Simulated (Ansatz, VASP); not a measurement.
KTaO3: VASP beside Ansatz

INCAR

```
SYSTEM = KTaO3
ALGO = Normal
EDIFF = 1E-8
ENCUT = 520
GGA = PE
ISIF = 2
ISMEAR = -1
LASPH = .TRUE.
LCHARG = .FALSE.
LEFG = .TRUE.
LREAL = .FALSE.
LWAVE = .FALSE.
NBANDS = 27
NELM = 100
PREC = Accurate
SIGMA = 0.01
```

Contents of KPOINTS:

```
k-points
0
G
  5 5 5
  0 0 0
```

File POSCAR:

```
KTaO3
1.0
    3.9484170000      0.0000000000      0.0000000000
    0.0000000000      3.9484170000      0.0000000000
    0.0000000000      0.0000000000      3.9883000000
K Ta O
1 1 3
Direct
    0.5000000000      0.5000000000      0.5000000000
    0.0000000000      0.0000000000      0.0000000000
    0.5000000000      0.0000000000      0.0000000000
    0.0000000000      0.5000000000      0.0000000000
    0.0000000000      0.0000000000      0.5000000000
```

Input for Ansatz:

```yaml
crystal:
  lattice:
    - [3.948417, 0.0, 0.0]
    - [0.0, 3.948417, 0.0]
    - [0.0, 0.0, 3.9883]
  atoms:
    - { symbol: K, position: [0.5, 0.5, 0.5] }
    - { symbol: Ta, position: [0.0, 0.0, 0.0] }
    - { symbol: O, position: [0.5, 0.0, 0.0] }
    - { symbol: O, position: [0.0, 0.5, 0.0] }
    - { symbol: O, position: [0.0, 0.0, 0.5] }
kpoints:
  mp_grid: { grid: [5, 5, 5] }
scf:
  occupations: { method: fermi_dirac, width: 0.01 }
hamiltonian:
  xc: pbe
  pseudopotentials: { kind: all_electron, datasets: crystal }
output:
  forces: true
  stress: true
  eigenvalues: true
  efg: { contact_densities: true }
```

Change from the starting cell: equal xx and yy strain of -1 %, crystal datasets.

Alike in both runs: task electric field gradients; functional PBE; k mesh 5 × 5 × 5; occupations fermi-dirac, width 0.01 eV; no spin polarisation.

|  | VASP | Ansatz |
| --- | --- | --- |
| version | VASP 6.6.1 | Ansatz 0.2.0 |
| potentials or method | VASP PAW PBE potentials, release 64 (K_sv, Ta_pv, O), cutoff 520 eV | all-electron PAW with datasets made for the crystal, scalar-relativistic |

```tsv
	VASP	Ansatz	Ansatz less VASP
gap on the k mesh at the Fermi level (eV)	2.32	2.38	+0.056
pressure (GPa)	10.7	10.0	-0.71
traceless stress, the component that is largest in VASP (GPa)	-2.76	-2.71	+0.056
size of Vzz on the site where it differs most (V/Å²)	55.8	54.2	-1.62
```

Ansatz ran all-electron here, and VASP with PAW potentials.

Neither program's run includes spin-orbit coupling.
